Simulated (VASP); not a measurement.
Write the native input for VASP 6.6.1 that does the following.

```
Task                   : single point
Functional             : PBE
Potentials or basis    : VASP PAW PBE potentials, release 64 (Al, O)
Cutoff                 : 520 eV
k mesh                 : 6 × 6 × 6
Occupations            : gaussian, width 0.05 eV
Spin                   : no spin polarisation
Dipole correction      : no
Further INCAR settings : ALGO = Normal; EDIFF = 1e-07; NBANDS = 35
```

The structure of Al2O3 lies in POSCAR:

```
Al2O3
1.0
    2.2623442438      1.3061650581      4.9389991301
   -2.2623442438      1.3061650581      4.9389991301
    0.0000000000     -2.6123301163      4.9389991301
Al O
4 6
Direct
    0.8483187546      0.8483187546      0.8483187546
    0.6516812454      0.6516812454      0.6516812454
    0.1516812454      0.1516812454      0.1516812454
    0.3483187546      0.3483187546      0.3483187546
    0.0561574040      0.4438425960      0.7500000000
    0.7500000000      0.0561574040      0.4438425960
    0.4438425960      0.7500000000      0.0561574040
    0.9438425960      0.5561574040      0.2500000000
    0.2500000000      0.9438425960      0.5561574040
    0.5561574040      0.2500000000      0.9438425960
```

This cell differs from its parent crystal: atoms shifted along a free coordinate, c/a of the conventional cell at fixed volume 3.2747.

The input as run:

INCAR

```
SYSTEM = Al2O3
ALGO = Normal ; EDIFF = 1E-7
ENCUT = 520 ; GGA = PE
ISIF = 2 ; ISMEAR = 0
LASPH = .True. ; LCHARG = .False.
LREAL = .False. ; LWAVE = .False.
NBANDS = 35 ; NELM = 80
PREC = Accurate ; SIGMA = 0.05
```

KPOINTS

```
k-points
0
Gamma
  6 6 6
  0 0 0
```

Potentials or basis: VASP PAW PBE potentials, release 64 (Al, O).

Run with:

```bash
$ cat potpaw_PBE.64/Al/POTCAR potpaw_PBE.64/O/POTCAR > POTCAR
$ mpirun -np 1 vasp_std > vasp.out
```

Results of the run:

- Pressure: 2.8 GPa
- Largest force: 0.699 eV/Å
- Band gap on the k mesh: 4.31 eV

Caveat: the stress differs along the axes, from -49 to 29 GPa.

Wall time 72 s on 1 thread of AMD EPYC 9R45 96-Core Processor (Zen 5), on a shared host, peak memory 0.24 GiB.
